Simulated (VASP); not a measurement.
# CdSe (I-4m2) in VASP: notebook, part 3 of 3

VASP 6.6.1.

## 6. Electric field gradients, LDA (zz strain of -2 %)

File INCAR:

```
SYSTEM = CdSe
PREC     = Accurate       ! precision mode
ENCUT    = 520            ! plane-wave cutoff, eV
EDIFF    = 1E-8           ! SCF threshold, eV
ISMEAR   = -1             ! smearing method
SIGMA    = 0.03           ! smearing width, eV
LREAL    = .False.        ! projectors in reciprocal space
LASPH    = .True.         ! aspherical terms in the spheres
NELM     = 60             ! most SCF steps
ALGO     = Normal         ! electronic algorithm
ISIF     = 2              ! what is computed and relaxed
LWAVE    = .False.        ! write WAVECAR
LCHARG   = .False.        ! write CHGCAR
GGA      = CA             ! functional
LEFG     = .True.       
NBANDS   = 16             ! bands
```

File KPOINTS:

```
Automatic mesh
0
Gamma
  8 8 8
  0 0 0
```

File POSCAR:

```
CdSe
1.0
    0.0000000000      3.0702711986      3.0088657746
    3.0702711986      0.0000000000      3.0088657746
    3.0702711986      3.0702711986      0.0000000000
Cd Se
1 1
Direct
    0.0000000000      0.0000000000      0.0000000000
    0.2500000000      0.2500000000      0.2500000000
```

Potentials or basis: VASP PAW LDA potentials, release 64 (Cd, Se).

Started as:

```console
cat potpaw_LDA.64/Cd/POTCAR potpaw_LDA.64/Se/POTCAR > POTCAR
mpirun -np 1 vasp_std > vasp.out
```

OUTCAR:

```text
SYSTEM = CdSe
   PREC = Accurate
   ENCUT = 520
   EDIFF = 1E-8
   ISMEAR = -1
   LREAL = .False.
   LASPH = .True.
   NELM = 60
   ISIF = 2
   GGA = CA

 ion  position               nearest neighbor table
   1  0.000  0.000  0.000-   2 2.64   2 2.64   2 2.64   2 2.64
   2  0.250  0.250  0.250-   1 2.64   1 2.64   1 2.64   1 2.64

  LATTYP: Found a body centered tetragonal cell.
 ALAT       =     4.3420191692
 C/A-ratio  =     1.3859292911

  Lattice vectors:

 A1 = (   0.0000000000,  -3.0702711986,  -3.0088657746)
[... 669 lines left out ...]
  free  energy   TOTEN  =        -6.7481925051 eV

  energy  without entropy=       -6.7481815002  energy(sigma->0) =       -6.74818700

 Electric field gradients (V/A^2)
---------------------------------------------------------------------
 ion       V_xx      V_yy      V_zz      V_xy      V_xz      V_yz
---------------------------------------------------------------------
   1      -3.038    -3.038     6.075    -0.001    -0.002    -0.002
   2       3.887     3.887    -7.774    -0.000    -0.000    -0.000
---------------------------------------------------------------------

 Electric field gradients after diagonalization (V/A^2)
 (convention: |V_zz| > |V_xx| > |V_yy|)
----------------------------------------------------------------------
 ion       V_xx      V_yy      V_zz     asymmetry (V_yy - V_xx)/ V_zz
----------------------------------------------------------------------
   1      -3.039    -3.036     6.075       0.000
   2       3.887     3.887    -7.774       0.000
----------------------------------------------------------------------

           NMR quadrupolar parameters

 Cq : quadrupolar parameter    Cq=e*Q*V_zz/h
 eta: asymmetry parameters     (V_yy - V_xx)/ V_zz
 Q  : nuclear electric quadrupole moment in mb (millibarn)
----------------------------------------------------------------------
 ion       Cq(MHz)       eta       Q (mb)
----------------------------------------------------------------------
   1       0.015       0.000       1.000
   2      -0.019       0.000       1.000
----------------------------------------------------------------------
```

OSZICAR:

```text
N       E                     dE             d eps       ncg     rms          rms(c)
DAV:   1     0.107907960934E+03    0.10791E+03   -0.87267E+03  1928   0.101E+03
DAV:   2    -0.292412172830E+01   -0.11083E+03   -0.10439E+03  2312   0.249E+02
DAV:   3    -0.710256281956E+01   -0.41784E+01   -0.41723E+01  2184   0.501E+01
DAV:   4    -0.712145849895E+01   -0.18896E-01   -0.18895E-01  2512   0.339E+00
DAV:   5    -0.712157754037E+01   -0.11904E-03   -0.11904E-03  2280   0.229E-01    0.609E+00
DAV:   6    -0.677837382506E+01    0.34320E+00   -0.52277E-01  2864   0.901E+00    0.481E+00
DAV:   7    -0.675171837579E+01    0.26655E-01   -0.11387E-01  2352   0.236E+00    0.207E+00
DAV:   8    -0.674848604214E+01    0.32323E-02   -0.11802E-02  2200   0.134E+00    0.204E-01
DAV:   9    -0.674820011899E+01    0.28592E-03   -0.12703E-03  2400   0.482E-01    0.414E-02
DAV:  10    -0.674818773434E+01    0.12385E-04   -0.11430E-04  2248   0.145E-01    0.349E-02
DAV:  11    -0.674819290474E+01   -0.51704E-05   -0.17327E-05  2488   0.356E-02    0.134E-02
DAV:  12    -0.674819247637E+01    0.42838E-06   -0.11719E-06  2232   0.149E-02    0.546E-03
DAV:  13    -0.674819252296E+01   -0.46593E-07   -0.37218E-07  2296   0.406E-03    0.219E-03
DAV:  14    -0.674819250650E+01    0.16460E-07   -0.28291E-08  2152   0.120E-03    0.102E-03
DAV:  15    -0.674819250510E+01    0.14008E-08   -0.47641E-09  1256   0.352E-04
   1 F= -.67481925E+01 E0= -.67481870E+01  d E =-.110049E-04
```

Run time: 22 s. Hardware: 1 thread of Intel Xeon 6975P-C (Granite Rapids), shared host; peak memory 0.19 GiB.

What came out:

```
Free energy            : -6.7482 eV
Pressure               : -2.0 GPa
Band gap on the k mesh : 0.30 eV, direct
```

Levels at points of the mesh, in eV from the valence-band top:
| k point | band 5 | band 6 | band 7 | band 8 | band 9 | band 10 | band 11 | band 12 | band 13 | band 14 |
| --- | --- | --- | --- | --- | --- | --- | --- | --- | --- | --- |
| (0.00, 0.00, 0.00) | -7.60 | -7.59 | -0.06 | -0.06 | 0.00 | 0.30 | 5.75 | 5.76 | 5.76 | 9.42 |
| (0.50, 0.00, 0.00) | -7.57 | -7.31 | -4.47 | -0.84 | -0.75 | 2.14 | 6.20 | 6.35 | 7.13 | 9.72 |
| (0.50, 0.50, 0.00) | -7.53 | -7.23 | -4.09 | -1.95 | -1.95 | 2.87 | 3.45 | 8.92 | 9.91 | 9.91 |
| (0.50, 0.00, 0.50) | -7.54 | -7.26 | -4.20 | -1.88 | -1.85 | 2.93 | 3.62 | 8.74 | 9.82 | 10.05 |

Electric field gradients, principal values (V/Å²):
| atom | least | middle | greatest (by size) |
| --- | --- | --- | --- |
| 1 Cd | -3.036 | -3.039 | 6.075 |
| 2 Se | 3.887 | 3.887 | -7.774 |

Caveat: the cell differs from its parent crystal (zz strain of -2 %); without QUAD_EFG the Cq values of the log hold for a quadrupole moment of 1 mb, not for the nuclei.

## 7. The runs side by side

```tsv
cell	gap on the mesh (eV)	pressure (GPa)
a = 4.320, b = 4.320, c = 4.342 Å, angles 59.8, 59.8, 60.3°, 2 atoms	0.30	-2.4
a = 4.277, b = 4.277, c = 4.212 Å, angles 60.5, 60.5, 59.0°, 2 atoms	0.39	0.2
a = 4.299, b = 4.299, c = 4.255 Å, angles 60.3, 60.3, 59.3°, 2 atoms	0.36	-0.9
a = 4.299, b = 4.299, c = 4.342 Å, angles 59.7, 59.7, 60.7°, 2 atoms	0.30	-2.0
```

Alike in all rows: task electric field gradients; level LDA; potentials or basis VASP PAW LDA potentials, release 64 (Cd, Se); no spin polarisation; k mesh 8 × 8 × 8; cutoff (eV) 520; smearing fermi-dirac 0.03 eV.

Absolute energies hang on the potentials; compare differences alone.
